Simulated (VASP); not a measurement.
Set up this calculation in VASP 6.6.1, as the native input.

| Quantity | Value |
| --- | --- |
| Task | single point |
| Functional | PBE |
| Potentials or basis | VASP PAW PBE potentials, release 64 (Fe) |
| Cutoff | 520 eV |
| k mesh | 17 × 17 × 10 |
| Occupations | fermi-dirac, width 0.08 eV |
| Spin | non-collinear spin, zero start, spin-orbit coupling |
| Starting moments | [[0.0, 0.0, 0.0], [0.0, 0.0, 0.0]] μB |
| Dipole correction | no |
| Further INCAR settings | ALGO = Normal; EDIFF = 1e-06; NBANDS = 28 |

The structure of Fe lies in POSCAR:

```
Fe
1.0
    2.4341575853      0.0000000000      0.0000000000
   -1.2170787927      2.1080423057      0.0000000000
    0.0000000000      0.0000000000      3.8419344700
Fe
2
Direct
    0.3333333333      0.6666666667      0.2500000000
    0.6666666667      0.3333333333      0.7500000000
```

This isn't the form of Fe at room conditions, which is bcc.

The input as run:

INCAR

```
ALGO = Normal ; EDIFF = 1E-6
ENCUT = 520 ; GGA = PE
GGA_COMPAT = False ; ISIF = 2
ISMEAR = -1 ; LASPH = True
LCHARG = False ; LMAXMIX = 4
LORBIT = 11 ; LORBMOM = True
LREAL = False ; LSORBIT = True
LWAVE = False ; MAGMOM = 0 0 0 0 0 0
NBANDS = 28 ; NELM = 150
PREC = Accurate ; SIGMA = 0.08
```

KPOINTS

```
k-points
0
Gamma
  17 17 10
```

Potentials or basis: VASP PAW PBE potentials, release 64 (Fe).

The run is started by

```bash
$ cat potpaw_PBE.64/Fe/POTCAR > POTCAR
$ mpirun -np 1 vasp_ncl > vasp.out
```

It gave:

```yaml
Pressure: 10.3 GPa
Net_moment: 0.00 μB per cell
Valence_electrons_inside_the_program's_atomic_spheres: Fe 7.60
```

Caveat: the cell stands under pressure.

Wall time 5.2 min on 1 thread of AMD EPYC 7R13, on a shared host, peak memory 0.25 GiB.
